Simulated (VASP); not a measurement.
Input of a VASP 6.6.1 run:

The input INCAR:

```
PREC     = Accurate       # precision mode
ENCUT    = 520            # plane-wave cutoff, eV
EDIFF    = 1E-7           # SCF threshold, eV
ISMEAR   = -1             # smearing method
SIGMA    = 0.05           # smearing width, eV
LREAL    = F              # projectors in reciprocal space
LASPH    = T              # aspherical terms in the spheres
NELM     = 100            # most SCF steps
ALGO     = Normal         # electronic algorithm
ISIF     = 2              # what is computed and relaxed
LWAVE    = F              # write WAVECAR
LCHARG   = F              # write CHGCAR
GGA      = PE             # functional
NBANDS   = 16             # bands
```

The input KPOINTS:

```
regular mesh
0
Gamma
  12 12 12
```

The input POSCAR:

```
InSb
1.0
    0.0000000000      3.2605516185      3.2605516185
    3.2605516185      0.0000000000      3.2605516185
    3.2605516185      3.2605516185      0.0000000000
In Sb
1 1
Direct
    0.0000000000      0.0000000000      0.0000000000
    0.7500000000      0.7500000000      0.7500000000
```

Potentials or basis: VASP PAW PBE potentials, release 64 (In_d, Sb).

Command:

```bash
$ cat potpaw_PBE.64/In_d/POTCAR potpaw_PBE.64/Sb/POTCAR > POTCAR
$ mpirun -np 1 vasp_std > vasp.out
```

**Question.** What does it give for the pressure?

**Answer.** 2.1 GPa.

**Question.** Predict the band gap on the k mesh.

**Answer.** Zero (filled and empty bands touch).

Caveat: semilocal functionals underestimate gaps, so a narrow gap can read as zero; spin-orbit coupling is left out, which moves the levels of the heavy elements.
